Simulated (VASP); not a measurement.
Write the native input for VASP 6.6.1 that does the following.

```
Task                   : single point
Functional             : PBE
Potentials or basis    : VASP PAW PBE potentials, release 64 (In_d, As)
Cutoff                 : 520 eV
k mesh                 : 11 × 11 × 11
Occupations            : fermi-dirac, width 0.08 eV
Spin                   : no spin polarisation
Dipole correction      : no
Further INCAR settings : ALGO = Normal; EDIFF = 1e-07; NBANDS = 16
```

The structure of InAs (zincblende type) lies in POSCAR:

```
InAs
1.0
    0.0000000000      2.8716572167      2.8716572167
    2.8716572167      0.0000000000      2.8716572167
    2.8716572167      2.8716572167      0.0000000000
In As
1 1
Direct
    0.0000000000      0.0000000000      0.0000000000
    0.2500000000      0.2500000000      0.2500000000
```

This cell differs from its parent crystal: volume scaled by 0.8.

These files were run (other wordings do the same):

INCAR

```
SYSTEM = InAs
  PREC = Accurate
  ENCUT = 520
  EDIFF = 1E-7
  ISMEAR = -1
  SIGMA = 0.08
  LREAL = .False.
  LASPH = .True.
  NELM = 100
  ALGO = Normal
  ISIF = 2
  LWAVE = .False.
  LCHARG = .False.
  GGA = PE
  NBANDS = 16
```

KPOINTS

```
Automatic mesh
0
Gamma
  11 11 11
  0 0 0
```

Potentials or basis: VASP PAW PBE potentials, release 64 (In_d, As).

Run with:

```sh
$ cat potpaw_PBE.64/In_d/POTCAR potpaw_PBE.64/As/POTCAR > POTCAR
$ mpirun -np 1 vasp_std > vasp.out
```

Results of the run:

| Property | Result |
| --- | --- |
| Pressure | 18.5 GPa |
| Band gap on the k mesh | 0.60 eV, direct |

Caveat: spin-orbit coupling is left out, which moves the levels of the heavy elements.

It took 30 s on 1 thread of AMD EPYC 9R45 96-Core Processor (Zen 5), on a shared host, peak memory 0.17 GiB.
